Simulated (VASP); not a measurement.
# MgO (P6_3mc) in VASP: notebook

The runs below take MgO through single point, with r2SCAN.

Everything below comes from runs of VASP 6.6.1. Logs are shortened: lines on timing, memory, paths and dates and some standing lists are left out, and cuts for length are marked.

## 1. The cell of the first run

Symmetry: P6_3mc, No. 186, hexagonal system. Conventional cell: a = 3.319 Å, b = 3.319 Å, c = 4.999 Å, α = 90.00°, β = 90.00°, γ = 120.00°. Mg (site symmetry 3m) has 4 O at 1.98 to 2.00 Å within 2.6 Å. Within 2.6 Å of O (site symmetry 3m) lie 4 Mg at 1.98 to 2.00 Å.

## 2. Single point, r2SCAN

File POSCAR:

```
MgO
1.0
    3.3187764063      0.0000000000      0.0000000000
   -1.6593877015      2.8741451065      0.0000000000
    0.0000000000      0.0000000000      4.9994365469
Mg O
2 2
Direct
    0.3333333333      0.6666666667      0.0021600000
    0.6666666667      0.3333333333      0.5021600000
    0.3333333333      0.6666666667      0.4024400000
    0.6666666667      0.3333333333      0.9024400000
```

File INCAR.step1:

```
ALGO = Normal
EDIFF = 1E-4
ENCUT = 520
GGA = PE
ISMEAR = 0
LASPH = True
LCHARG = False
LREAL = False
LWAVE = True
NBANDS = 16
NELM = 100
PREC = Accurate
SIGMA = 0.01
```

File INCAR.step2:

```
ALGO = Normal
EDIFF = 1E-7
ENCUT = 520
ISIF = 2
ISMEAR = 0
ISTART = 1
LASPH = True
LCHARG = True
LELF = True
LMIXTAU = True
LREAL = False
LVHAR = True
LWAVE = False
METAGGA = R2SCAN
NBANDS = 16
NELM = 100
PREC = Accurate
SIGMA = 0.01
```

File KPOINTS:

```
k-points
0
Gamma
  7 7 4
```

Potentials or basis: VASP PAW PBE potentials, release 64 (Mg, O).

On the command line:

```sh
> cat potpaw_PBE.64/Mg/POTCAR potpaw_PBE.64/O/POTCAR > POTCAR
> cp INCAR.step1 INCAR
> mpirun -np 1 vasp_std > vasp.out
> cp INCAR.step2 INCAR
> mpirun -np 1 vasp_std > vasp.out
```

OUTCAR:

```text
EDIFF = 1E-7
   ENCUT = 520
   ISIF = 2
   ISMEAR = 0
   ISTART = 1
   LASPH = True
   LREAL = False
   METAGGA = R2SCAN
   NELM = 100
   PREC = Accurate

 ion  position               nearest neighbor table
   1  0.333  0.667  0.002-   4 1.98   4 1.98   4 1.98   3 2.00   2 3.15   2 3.15   2 3.15   2 3.15
                             2 3.15   2 3.15
   2  0.667  0.333  0.502-   3 1.98   3 1.98   3 1.98   4 2.00   1 3.15   1 3.15   1 3.15   1 3.15
                             1 3.15   1 3.15
   3  0.333  0.667  0.402-   2 1.98   2 1.98   2 1.98   1 2.00
   4  0.667  0.333  0.902-   1 1.98   1 1.98   1 1.98   2 2.00

  LATTYP: Found a hexagonal cell.
 ALAT       =     3.3187764063
 C/A-ratio  =     1.5064095723

  Lattice vectors:

 A1 = (   3.3187764063,   0.0000000000,   0.0000000000)
 A2 = (  -1.6593877015,   2.8741451065,   0.0000000000)
 A3 = (   0.0000000000,   0.0000000000,   4.9994365469)

Analysis of symmetry for initial positions (statically):
=====================================================================
 Subroutine PRICEL returns:
 Original cell was already a primitive cell.

 Routine SETGRP: Setting up the symmetry group for a
 hexagonal supercell.

 Subroutine GETGRP returns: Found 12 space group operations
 (whereof  6 operations were pure point group operations)
 out of a pool of 24 trial point group operations.

The static configuration has the point symmetry C_3v.
 The point group associated with its full space group is C_6v.

Analysis of symmetry for dynamics (positions and initial velocities):
=====================================================================
 Subroutine PRICEL returns:
 Original cell was already a primitive cell.

 Routine SETGRP: Setting up the symmetry group for a
 hexagonal supercell.

 Subroutine GETGRP returns: Found 12 space group operations
 (whereof  6 operations were pure point group operations)
 out of a pool of 24 trial point group operations.

The dynamic configuration has the point symmetry C_3v.
 The point group associated with its full space group is C_6v.

 Subroutine INISYM returns: Found 12 space group operations
 (whereof  6 operations are pure point group operations),
 and found     1 'primitive' translations

----------------------------------------------------------------------------------------

                                     Primitive cell

  volume of cell :      47.6879

  direct lattice vectors                    reciprocal lattice vectors
     3.318776406  0.000000000  0.000000000     0.301315870  0.173964720  0.000000000
    -1.659387702  2.874145106  0.000000000     0.000000000  0.347929545  0.000000000
     0.000000000  0.000000000  4.999436547     0.000000000  0.000000000  0.200022541

  length of vectors
     3.318776406  3.318776527  4.999436547     0.347929558  0.347929545  0.200022541

  position of ions in fractional coordinates (direct lattice)
     0.333333333  0.666666667  0.002160000
     0.666666667  0.333333333  0.502160000
     0.333333333  0.666666667  0.402440000
     0.666666667  0.333333333  0.902440000

  ion indices of the primitive-cell ions
   primitive index   ion index
                 1           1
                 2           2
                 3           3
                 4           4

----------------------------------------------------------------------------------------

 KPOINTS: k-points

Automatic generation of k-mesh.
 Grid dimensions read from file:
 generate k-points for:    7    7    4

 Generating k-lattice:

  Cartesian coordinates                     Fractional coordinates (reciprocal lattice)
     0.043045124  0.024852103  0.000000000     0.142857143  0.000000000  0.000000000
     0.000000000  0.049704221  0.000000000     0.000000000  0.142857143  0.000000000
     0.000000000  0.000000000  0.050005635     0.000000000  0.000000000  0.250000000

  Length of vectors
     0.049704223  0.049704221  0.050005635

  Shift w.r.t. Gamma in fractional coordinates (k-lattice)
     0.000000000  0.000000000  0.000000000

 Subroutine IBZKPT returns following result:
 ===========================================

 Found     24 irreducible k-points:

 Following reciprocal coordinates:
            Coordinates               Weight
  0.000000  0.000000  0.000000      1.000000
  0.142857  0.000000  0.000000      6.000000
  0.285714  0.000000  0.000000      6.000000
  0.428571  0.000000  0.000000      6.000000
  0.142857  0.142857  0.000000      6.000000
  0.285714  0.142857  0.000000     12.000000
[... 16 lines left out ...]
  0.428571  0.142857  0.500000      6.000000
  0.285714  0.285714  0.500000      6.000000
   k-points           NKPTS =     24   k-points in BZ     NKDIM =     24   number of bands    NBANDS=     16
   number of dos      NEDOS =    301   number of ions     NIONS =      4
   total plane-waves  NPLWV =  31360
   dimension x,y,z NGX =    28 NGY =   28 NGZ =   40
   dimension x,y,z NGXF=    56 NGYF=   56 NGZF=   80
   ions per type =               2   2
   NGX,Y,Z   is equivalent  to a cutoff of  14.03, 14.03, 13.30 a.u.
   NGXF,Y,Z  is equivalent  to a cutoff of  28.05, 28.05, 26.60 a.u.
 SYSTEM =  unknown system
   PREC   = accura    normal or accurate (medium, high low for compatibility)
   ISTART =      1    job   : 0-new  1-cont  2-samecut
   ICHARG =      0    charge: 1-file 2-atom 10-const
   ISPIN  =      1    spin polarized calculation?
   LNONCOLLINEAR =      F non collinear calculations
   LSORBIT =      F    spin-orbit coupling
   LASPH  =      T    aspherical Exc in radial PAW
   ENCUT  =  520.0 eV  38.22 Ry    6.18 a.u.   6.17  6.17  9.30*2*pi/ulx,y,z
   NELM   =    100;   NELMIN=  2; NELMDL=  0     # of ELM steps
   EDIFF  = 0.1E-06   stopping-criterion for ELM
   LREAL  =      F    real-space projection
   EDIFFG = 0.1E-05   stopping-criterion for IOM
   NSW    =      0    number of steps for IOM
   IBRION =     -1    ionic relax: 0-MD 1-quasi-New 2-CG
   NFREE  =      0    steps in history (QN), initial steepest desc. (CG)
   ISIF   =      2    stress and relaxation
   ISYM   =      2    0-nonsym 1-usesym 2-fastsym
   POTIM  = 0.5000    time-step for ionic-motion
   TEBEG  =    0.0;   TEEND  =   0.0 temperature during run
   PSTRESS=    0.0 pullay stress
   NELECT =      16.0000    total number of electrons
   NUPDOWN=      -1.0000    fix difference up-down
   EMIN   =  10.00;   EMAX   =-10.00  energy-range for DOS
   EFERMI =   0.00;   METHOD = LEGACY
   ISMEAR =     0;   SIGMA  =   0.01  broadening in eV -4-tet -1-fermi 0-gaus
   EFERMI_NEDOS =   21; number of points for ismear=-14 and -15
   IALGO  =     38    algorithm
   IMIX   =      4    mixing-type and parameters
     AMIX     =   0.40;   BMIX     =  1.00
     AMIX_MAG =   1.60;   BMIX_MAG =  1.00
  volume/ion in A,a.u.               =      11.92        80.45
  Fermi-wavevector in a.u.,A,eV,Ry     =   1.137572  2.149699 17.606893  1.294070
  Thomas-Fermi vector in A             =   2.274277
   LORBIT       =      0    0 simple, 1 ext, 2 COOP (PROOUT), +10 PAW based schemes
   METAGGA = R2SCAN    functional components
   LHFCALC =     F    Hartree Fock is set to
   AEXX    =    0.0000 exact exchange contribution
   IVDW    =     0    specifies the selected vdW correction
   LEPSILON=     F    determine dielectric tensor
   LRPA    =     F    only Hartree local field effects (RPA)
 non-spin polarized calculation
 Gauss-broadening in eV      SIGMA  =   0.01
  energy-cutoff  :      520.00
  volume of cell :       47.69
 maximum number of plane-waves:      1303
 NGX is ok and might be reduce to    28
   NGX = 13   NGY = 13   NGZ = 19

 number of electron      15.9999998 magnetization

 Free energy of the ion-electron system (eV)
  ---------------------------------------------------
  ext. energy  EPLUGINS =         0.00000000
  ---------------------------------------------------
  free energy    TOTEN  =       -31.84867876 eV

  energy without entropy =      -31.84867876  energy(sigma->0) =      -31.84867876

 E-fermi :   0.7831     XC(G=0): -10.1531

 val. band max:        0.6840987524   @ k =   0.0000   0.0000   0.0000
 cond. band min:       4.7557872036   @ k =   0.0000   0.0000   0.0000
 fundamental gap:      4.0716884512
 Fermi energy:         0.7830505518

 k-point     1 :       0.0000    0.0000    0.0000
  band No.  band energies     occupation
      1     -16.4998      2.00000
      2     -15.7302      2.00000
      3      -2.5678      2.00000
      4      -0.1136      2.00000
      5      -0.1136      2.00000
      6       0.2275      2.00000
[... 8 lines left out ...]
     15      18.1053      0.00000
     16      18.1053      0.00000

 k-point     2 :       0.1429    0.0000    0.0000
  band No.  band energies     occupation
      1     -16.4051      2.00000
      2     -15.7004      2.00000
      3      -2.3750      2.00000
      4      -0.5922      2.00000
      5      -0.2738      2.00000
      6      -0.2398      2.00000
[... 8 lines left out ...]
     15      17.4303      0.00000
     16      17.6722      0.00000

 k-point     3 :       0.2857    0.0000    0.0000
  band No.  band energies     occupation
      1     -16.1708      2.00000
      2     -15.6482      2.00000
      3      -1.8678      2.00000
      4      -1.6061      2.00000
      5      -0.9609      2.00000
      6      -0.4670      2.00000
[... 8 lines left out ...]
     15      16.2941      0.00000
     16      17.0357      0.00000

 k-point     4 :       0.4286    0.0000    0.0000
  band No.  band energies     occupation
      1     -15.9360      2.00000
      2     -15.6454      2.00000
      3      -2.3017      2.00000
      4      -1.4398      2.00000
      5      -1.2006      2.00000
      6      -0.6227      2.00000
[... 8 lines left out ...]
     15      15.8397      0.00000
     16      17.5459      0.00000
[... 324 lines left out ...]
 k-point    22 :       0.2857    0.1429    0.5000
  band No.  band energies     occupation
      1     -15.8134      2.00000
      2     -15.8134      2.00000
      3      -2.1407      2.00000
      4      -2.1407      2.00000
      5      -0.5997      2.00000
      6      -0.5997      2.00000
[... 8 lines left out ...]
     15      16.9218      0.00000
     16      16.9218      0.00000

 k-point    23 :       0.4286    0.1429    0.5000
  band No.  band energies     occupation
      1     -15.7495      2.00000
      2     -15.7495      2.00000
      3      -2.2973      2.00000
      4      -2.2973      2.00000
      5      -0.7437      2.00000
      6      -0.7437      2.00000
[... 8 lines left out ...]
     15      17.0179      0.00000
     16      17.0180      0.00000

 k-point    24 :       0.2857    0.2857    0.5000
  band No.  band energies     occupation
      1     -15.7348      2.00000
      2     -15.7348      2.00000
      3      -2.0439      2.00000
      4      -2.0439      2.00000
      5      -1.2132      2.00000
      6      -1.2132      2.00000
[... 8 lines left out ...]
     15      17.3708      0.00000
     16      17.3708      0.00000

------------------------ aborting loop because EDIFF is reached ----------------------------------------

  FORCE on cell =-STRESS in cart. coord.  units (eV):
  Direction    XX          YY          ZZ          XY          YZ          ZX
  --------------------------------------------------------------------------------------
  -------------------------------------------------------------------------------------
  Total       -0.7611280     -0.7611282     -0.5818191     -0.0000001     -0.0000000     -0.0000000
  in kB      -25.5717538    -25.5717614    -19.5474823     -0.0000045     -0.0000000     -0.0000000
  external PRESSURE =     -23.5636658 kB  Pullay stress =       0.0000000 kB

 VOLUME and BASIS-vectors are now :
 -----------------------------------------------------------------------------
  energy-cutoff  :      520.00
  volume of cell :       47.69
      direct lattice vectors                 reciprocal lattice vectors
     3.318776406  0.000000000  0.000000000     0.301315870  0.173964720  0.000000000
    -1.659387702  2.874145106  0.000000000     0.000000000  0.347929545  0.000000000
     0.000000000  0.000000000  4.999436547     0.000000000  0.000000000  0.200022541

 POSITION                                       TOTAL-FORCE (eV/Angst)
 -----------------------------------------------------------------------------------
      0.00000      1.91610      0.01080         0.000000      0.000000      0.038090
      1.65939      0.95805      2.51052         0.000000     -0.000000      0.038090
      0.00000      1.91610      2.01197        -0.000000      0.000000     -0.038090
      1.65939      0.95805      4.51169        -0.000000      0.000000     -0.038090
 -----------------------------------------------------------------------------------
    total drift:                               -0.000000      0.000000     -0.013930

  FREE ENERGIE OF THE ION-ELECTRON SYSTEM (eV)
  ---------------------------------------------------
  free  energy   TOTEN  =       -31.8486787554 eV

  energy  without entropy=      -31.8486787554  energy(sigma->0) =      -31.84867876
```

Run time: 3.4 min. Hardware: 1 thread of AMD EPYC 7R13, shared host; peak memory 0.15 GiB.

What came out:

* Free energy: -31.8487 eV
* Pressure: -2.4 GPa
* Largest force: 0.038 eV/Å
* Band gap on the k mesh: 4.07 eV, direct

Forces in eV/Å, atoms in the order of the input:
```
Mg   0.000  0.000  0.038
Mg   0.000  0.000  0.038
O    0.000  0.000 -0.038
O    0.000  0.000 -0.038
```

Levels at points of the mesh, in eV from the valence-band top:
| k point | band 4 | band 5 | band 6 | band 7 | band 8 | band 9 | band 10 | band 11 | band 12 | band 13 |
| --- | --- | --- | --- | --- | --- | --- | --- | --- | --- | --- |
| (0.00, 0.00, 0.00) | -0.80 | -0.80 | -0.46 | -0.46 | 0.00 | 4.07 | 9.30 | 11.12 | 14.95 | 14.95 |
| (0.00, 0.00, 0.50) | -1.98 | -0.63 | -0.63 | -0.63 | -0.63 | 6.61 | 6.61 | 14.12 | 14.12 | 15.44 |

Caveat: the PAW data sets were made with another functional, which shifts forces and pressure a little.

## 3. Single point, r2SCAN

This run uses another cell than the first one, of 12.28 Å³/atom, 1.030 times its volume.

File POSCAR:

```
MgO
1.0
    3.3513155049      0.0000000000      0.0000000000
   -1.6756572459      2.9023247966      0.0000000000
    0.0000000000      0.0000000000      5.0484537564
Mg O
2 2
Direct
    0.3333333333      0.6666666667      0.0021600000
    0.6666666667      0.3333333333      0.5021600000
    0.3333333333      0.6666666667      0.4024400000
    0.6666666667      0.3333333333      0.9024400000
```

File INCAR.step1:

```
PREC     = Accurate       # precision mode
ENCUT    = 520            # plane-wave cutoff, eV
ISMEAR   = 0              # smearing method
SIGMA    = 0.01           # smearing width, eV
LREAL    = False          # projectors in reciprocal space
LASPH    = True           # aspherical terms in the spheres
NELM     = 100            # most SCF steps
NBANDS   = 16             # bands
GGA      = PE             # functional
ALGO     = Normal         # electronic algorithm
EDIFF    = 1E-4           # SCF threshold, eV
LWAVE    = True           # write WAVECAR
LCHARG   = False          # write CHGCAR
```

File INCAR.step2:

```
PREC     = Accurate       # precision mode
ENCUT    = 520            # plane-wave cutoff, eV
EDIFF    = 1E-6           # SCF threshold, eV
ISMEAR   = 0              # smearing method
SIGMA    = 0.01           # smearing width, eV
LREAL    = False          # projectors in reciprocal space
LASPH    = True           # aspherical terms in the spheres
NELM     = 100            # most SCF steps
ALGO     = Normal         # electronic algorithm
ISIF     = 2              # what is computed and relaxed
LWAVE    = False          # write WAVECAR
LCHARG   = True           # write CHGCAR
METAGGA  = R2SCAN         # meta-GGA
LMIXTAU  = True         
LELF     = True           # ELF
LVHAR    = True         
NBANDS   = 16             # bands
ISTART   = 1
```

File KPOINTS:

```
regular mesh
0
Gamma
  7 7 4
```

Potentials or basis: VASP PAW PBE potentials, release 64 (Mg, O).

On the command line:

```sh
> cat potpaw_PBE.64/Mg/POTCAR potpaw_PBE.64/O/POTCAR > POTCAR
> cp INCAR.step1 INCAR
> mpirun -np 1 vasp_std > vasp.out
> cp INCAR.step2 INCAR
> mpirun -np 1 vasp_std > vasp.out
```

Run time: 2.9 min. Hardware: 1 thread of AMD EPYC 7R13, shared host; peak memory 0.16 GiB.

It converged, with:

```
Free energy            : -31.8142 eV
Pressure               : -5.7 GPa
Largest force          : 0.065 eV/Å
Band gap on the k mesh : 3.91 eV, direct
```

Forces on the atoms (eV/Å):
```
Mg   0.000  0.000  0.065
Mg   0.000  0.000  0.065
O    0.000  0.000 -0.065
O    0.000  0.000 -0.065
```

Stress tensor (GPa, compression positive):
```
-6.06  0.00  0.00
 0.00 -6.06  0.00
 0.00  0.00 -4.93
```

Levels at points of the mesh, in eV from the valence-band top:
```
           k point  band 5  band 6  band 7  band 8  band 9  band 10  band 11  band 12
(0.00, 0.00, 0.00)   -0.78   -0.44   -0.44    0.00    3.91     9.08    10.88    14.72
(0.00, 0.00, 0.50)   -0.61   -0.61   -0.61   -0.61    6.41     6.41    13.86    13.86
```

Caveat: the PAW data sets were made with another functional, which shifts forces and pressure a little.

(Continued in part 2 of 2.)
